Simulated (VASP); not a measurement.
The system is CaBe2O3.

```
CELL_PARAMETERS angstrom
2.41672 1.39529 3.63274
-2.41672 1.39529 3.63274
0.00000 -2.79059 3.63274
ATOMIC_POSITIONS crystal
Ca 0.00000 0.00000 0.00000
Be 0.80695 0.80695 0.80695
Be 0.19305 0.19305 0.19305
O 0.00000 0.00000 0.50000
O 0.50000 0.00000 0.00000
O 0.00000 0.50000 0.00000
```

| Property | Result |
| --- | --- |
| Program | VASP 6.6.1 |
| Task | relaxation of cell and atoms |
| Functional | PBE |
| Potentials or basis | VASP PAW PBE potentials, release 64 (Ca_sv, Be, O) |
| Cutoff | 600 eV |
| k mesh | 6 × 6 × 6 |
| Occupations | gaussian, width 0.1 eV |
| Spin | no spin polarisation |

At the start: pressure 33.4 GPa; volume 12.25 Å³/atom.

Task: Where does the relaxation end?

Result: Over 8 steps the energy falls by 298.6 meV/atom and the volume is 15.54 Å³/atom (+26.8 %); space group R-3m (No. 166, to 0.05 Å).

Step by step:
| step | energy change (eV) | largest force (eV/Å) | pressure (GPa) | volume (Å³) |
| --- | --- | --- | --- | --- |
| 1 | 0.0000 | 2.9935 | 33.41 | 73.50 |
| 2 | -1.0997 | 2.1727 | -10.75 | 104.12 |
| 3 | -1.7602 | 0.4793 | 0.46 | 90.52 |
| 4 | -1.7603 | 0.4236 | 0.88 | 90.16 |
| 5 | -1.7759 | 0.1624 | 0.60 | 90.99 |
| 6 | -1.7804 | 0.0784 | 0.34 | 91.75 |
| 7 | -1.7902 | 0.0133 | -0.01 | 92.71 |
| 8 | -1.7914 | 0.0180 | -0.18 | 93.21 |

Final structure:
```yaml
crystal:
  lattice:
    - [2.61347, 1.50889, 3.93961]
    - [-2.61347, 1.50889, 3.93961]
    - [0.00000, -3.01778, 3.93961]
  atoms:
    - { symbol: Ca, position: [0.00000, 0.00000, 0.00000] }
    - { symbol: Be, position: [0.80336, 0.80336, 0.80336] }
    - { symbol: Be, position: [0.19664, 0.19664, 0.19664] }
    - { symbol: O, position: [0.00000, 0.00000, 0.50000] }
    - { symbol: O, position: [0.50000, 0.00000, 0.00000] }
    - { symbol: O, position: [0.00000, 0.50000, 0.00000] }
```

Caveat: the volume moved by over 15 % at a fixed basis, so the end points are rough.
